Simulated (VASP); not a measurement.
A run of VASP 6.6.1 is set up as follows.

INCAR

```
SYSTEM = Ga2O3
  ALGO = Normal
  EDIFF = 1E-6
  ENCUT = 520
  GGA = PE
  ISIF = 2
  ISMEAR = 0
  ISYM = 0
  LASPH = .TRUE.
  LCHARG = .FALSE.
  LREAL = Auto
  LWAVE = .FALSE.
  NBANDS = 79
  NELM = 80
  PREC = Accurate
  SIGMA = 0.1
```

KPOINTS

```
Automatic mesh
0
Gamma
  2 2 2
  0.5 0.5 0.5
```

The input POSCAR:

```
Ga2O3
1.0
    5.7123574232     -0.3381502105     -0.0759793044
   -0.3332351236      6.1388722509      0.2825194275
   -0.0753970365      0.2900928933      5.6228988242
Ga O
6 9
Direct
    0.0191510288      0.3473267553      0.7556656351
    0.7591552863      0.4561326786      0.2218344100
    0.2483713872      0.6865866527      0.2790925343
    0.5236281504      0.0692650240      0.5964936658
    0.4693917787      0.5443238950      0.8088489422
    0.8054518623     -0.0418246092      0.1204545988
    0.5810873702      0.7056556706      0.1848958326
    0.8026367667      1.0793865768      0.7949987572
    0.3444127340      0.2928124424      0.6444107181
    0.3965536827      0.7804738445      0.5965881061
   -0.0082646250      0.5080519190      0.4473622244
    0.7760834932      0.4987537482      0.8895800332
    0.6575651622      0.1578684272      0.2918046551
    0.2134066308      0.4776892060      1.0112057592
    0.1122634754     -0.0661017079      0.1771849920
```

Potentials or basis: VASP PAW PBE potentials, release 64 (Ga_d, O).

The run is started by

```bash
$ cat potpaw_PBE.64/Ga_d/POTCAR potpaw_PBE.64/O/POTCAR > POTCAR
$ mpirun -np 1 vasp_std > vasp.out
```

(1) What does it give for the band gap on the k mesh?

(2) Predict the pressure.

(3) Predict the largest force.

## Answers

(1) 3.22 eV (least direct gap 3.25 eV).

(2) 0.4 GPa.

(3) 0.047 eV/Å.

Caveat: the k points lie up to 0.56 Å⁻¹ apart.
